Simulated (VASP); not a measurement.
The system is WS2.

```
W S
1.0
     3.14608    0.00000    0.00000
    -1.57304    2.72459    0.00000
     0.00000    0.00000   13.46688
W S
2 4
Direct
  0.33333 0.66667 0.25000
  0.66667 0.33333 0.75000
  0.33333 0.66667 0.63133
  0.66667 0.33333 0.13133
  0.33333 0.66667 0.86867
  0.66667 0.33333 0.36867
```

This cell differs from its parent crystal: strain along c alone, the other axes held: +6.0 %.

- Program: VASP 6.6.1
- Task: relaxation of the atoms
- Functional: PBEsol
- Potentials or basis: VASP PAW PBE potentials, release 64 (W_sv, S)
- Cutoff: 520 eV
- k mesh: 12 × 12 × 2
- Occupations: gaussian, width 0.02 eV
- Spin: no spin polarisation

At the start: pressure -3.1 GPa; volume 19.24 Å³/atom.

Question: Where does the relaxation end?

Answer: Over 3 steps the energy falls by 5.5 meV/atom at a fixed cell; space group P6_3/mmc (No. 194, to 0.1 Å) before and after.

Step by step:
```
step  energy change (eV)  largest force (eV/Å)  pressure (GPa)
   1              0.0000                0.5647           -3.08
   2             -0.0330                0.0358           -0.38
   3             -0.0332                0.0012           -0.20
```

Final structure:
```yaml
crystal:
  lattice:
    - [3.14608, 0.00000, 0.00000]
    - [-1.57304, 2.72459, 0.00000]
    - [0.00000, 0.00000, 13.46688]
  atoms:
    - { symbol: W, position: [0.33333, 0.66667, 0.25000] }
    - { symbol: W, position: [0.66667, 0.33333, 0.75000] }
    - { symbol: S, position: [0.33333, 0.66667, 0.63349] }
    - { symbol: S, position: [0.66667, 0.33333, 0.13349] }
    - { symbol: S, position: [0.33333, 0.66667, 0.86651] }
    - { symbol: S, position: [0.66667, 0.33333, 0.36651] }
```

Caveat: the cell differs from its parent crystal (strain along c alone, the other axes held: +6.0 %); the PAW data sets were made with another functional, which shifts forces and pressure a little; this functional lacks dispersion, which binds layers or chains, so the pressure and a relaxed spacing across them are unreliable.
